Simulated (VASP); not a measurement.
Wanted: the native input for a VASP 6.6.1 run.

```yaml
Task: single point
Functional: r2SCAN
Potentials_or_basis: VASP PAW PBE potentials, release 64 (Ti_sv, O_h)
Cutoff: 910 eV
k_mesh: 4 × 4 × 4
Occupations: gaussian, width 0.02 eV
Spin: no spin polarisation
Dipole_correction: no
Further_INCAR_settings: ALGO = Normal; EDIFF = 1e-06; NBANDS = 33
```

TiO2:

```
CELL_PARAMETERS angstrom
2.68055 -2.72841 -0.06174
2.67526 2.72312 -0.05440
-2.70909 0.00908 4.80528
ATOMIC_POSITIONS crystal
Ti 0.12195 0.85755 0.23625
Ti 0.87558 0.14822 0.75586
O 0.35401 0.09895 0.67383
O 0.67320 0.94190 0.32167
O 0.96818 0.68269 0.84674
O 0.06404 0.34910 0.17459
```

These files were run (other wordings do the same):

POSCAR

```
TiO2
1.0
    2.6805548658     -2.7284128728     -0.0617389515
    2.6752617647      2.7231209861     -0.0543959535
   -2.7090875630      0.0090815493      4.8052823094
Ti O
2 4
Direct
    0.1219484995      0.8575515384      0.2362471605
    0.8755807488      0.1482181876      0.7558577591
    0.3540058329      0.0989456189      0.6738295210
    0.6731971283      0.9418963086      0.3216654504
    0.9681807552      0.6826863602      0.8467382601
    0.0640405078      0.3491038293      0.1745947979
```

INCAR.step1

```
SYSTEM = TiO2
  ALGO = Normal
  EDIFF = 1E-5
  ENCUT = 910
  GGA = PE
  GGA_COMPAT = .FALSE.
  ISMEAR = 0
  LASPH = .TRUE.
  LCHARG = .FALSE.
  LREAL = .FALSE.
  LWAVE = .TRUE.
  NBANDS = 33
  NELM = 120
  PREC = Accurate
  SIGMA = 0.02
```

INCAR.step2

```
SYSTEM = TiO2
  ALGO = Normal
  EDIFF = 1E-6
  ENCUT = 910
  GGA_COMPAT = .FALSE.
  ISIF = 2
  ISMEAR = 0
  ISTART = 1
  LASPH = .TRUE.
  LCHARG = .FALSE.
  LMIXTAU = .TRUE.
  LREAL = .FALSE.
  LWAVE = .FALSE.
  METAGGA = R2SCAN
  NBANDS = 33
  NELM = 120
  PREC = Accurate
  SIGMA = 0.02
```

KPOINTS

```
k-points
0
G
  4 4 4
  0 0 0
```

Potentials or basis: VASP PAW PBE potentials, release 64 (Ti_sv, O_h).

Command:

```bash
$ cat potpaw_PBE.64/Ti_sv/POTCAR potpaw_PBE.64/O_h/POTCAR > POTCAR
$ cp INCAR.step1 INCAR
$ mpirun -np 1 vasp_std > vasp.out
$ cp INCAR.step2 INCAR
$ mpirun -np 1 vasp_std > vasp.out
```

It gave:

The pressure is -1.8 GPa and the largest force is 1.961 eV/Å. The band gap on the k mesh is 2.59 eV (least direct gap 3.01 eV).

Caveat: the k points lie up to 0.44 Å⁻¹ apart; the PAW data sets were made with another functional, which shifts forces and pressure a little.

It took 17 min on 1 thread of AMD EPYC 7R43 64-Core Processor (Zen 3), on a shared host, peak memory 0.35 GiB.
